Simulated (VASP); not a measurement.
Runs of VASP 6.6.1 on As. The structure is that of space group I4_1/amd (No. 141), or close to it. The cells are those of the table. 

```tsv
task	cell	cutoff (eV)	smearing	gap on the mesh (eV)	pressure (GPa)	relaxed volume (Å³/atom)
relaxation of cell and atoms	relaxed from a = 3.961 Å, angles 97.5, 97.5, 137.5°, 2 atoms	600	fermi-dirac 0.1 eV	none	0.0	(a)
single point	a = 4.037 Å, angles 97.1, 97.1, 138.8°, 2 atoms	520	fermi-dirac 0.1 eV	none	0.1	-
relaxation of shape and atoms at fixed volume	relaxed from a = 3.748 Å, angles 97.1, 97.1, 138.8°, 2 atoms	600	fermi-dirac 0.1 eV	none	28.7	-
relaxation of cell and atoms	relaxed from a = 3.961 Å, angles 97.5, 97.5, 137.5°, 2 atoms	600	fermi-dirac 0.025 eV	none	0.0	20.34
```

Alike in all rows: level PBE; potentials or basis VASP PAW PBE potentials, release 64 (As); no spin polarisation; k mesh 17 × 17 × 17.

Q: Estimate the missing entries.

A: (a) 20.32.

A k mesh can miss the band edges, and the runs leave out spin-orbit coupling on As.

A gap of «none» marks levels without a gap at the run's occupations.
